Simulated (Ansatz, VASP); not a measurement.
## Rb in VASP and in Ansatz

Contents of INCAR:

```
ALGO = Normal ; EDIFF = 1E-6
ENCUT = 520 ; GGA = PS
ISIF = 2 ; ISMEAR = -1
LASPH = T ; LCHARG = F
LREAL = F ; LWAVE = F
NBANDS = 16 ; NELM = 80
PREC = Accurate ; SIGMA = 0.05
```

Contents of KPOINTS:

```
k-points
0
Gamma
  10 10 6
```

POSCAR

```
Rb
1.0
    4.4296916510      0.0000000000      0.0000000000
   -2.2148458254      3.8362255007      0.0000000000
    0.0000000000      0.0000000000      7.1761004744
Rb
2
Direct
    0.3333333333      0.6666666667      0.2500000000
    0.6666666667      0.3333333333      0.7500000000
```

Input for Ansatz:

```yaml
crystal:
  lattice:
    - [4.429691651, 0.0, 0.0]
    - [-2.2148458254, 3.8362255007, 0.0]
    - [0.0, 0.0, 7.1761004744]
  atoms:
    - { symbol: Rb, position: [0.3333333333, 0.6666666667, 0.25] }
    - { symbol: Rb, position: [0.6666666667, 0.3333333333, 0.75] }
kpoints:
  mp_grid: { grid: [10, 10, 6] }
scf:
  occupations: { method: fermi_dirac, width: 0.05 }
hamiltonian:
  xc: pbesol
  pseudopotentials: { kind: paw }
output:
  forces: true
  stress: true
  eigenvalues: true
  populations: true
  write_density: true
  write_potential: true
  elf: true
  volumetric_format: npy
```

Change from the starting cell: volume scaled by 0.7, PAW files.

Alike in both runs: task single point; functional PBEsol; k mesh 10 × 10 × 6; occupations fermi-dirac, width 0.05 eV; no spin polarisation.

```csv
,VASP,Ansatz
version,VASP 6.6.1,Ansatz 0.2.0
potentials or method,"VASP PAW PBE potentials, release 64 (Rb_sv)","PAW with Ansatz's default frozen-core files, scalar-relativistic"
plane-wave cutoff (eV),520,420
valence electrons in the cell,18,18
```

|  | VASP | Ansatz | Ansatz less VASP |
| --- | --- | --- | --- |
| pressure (GPa) | 2.0 | 2.0 | 0.00 |

VASP's potentials were made for PBE, not for PBEsol. The functional is the same, so the differences come from potentials, cutoffs and numerics.
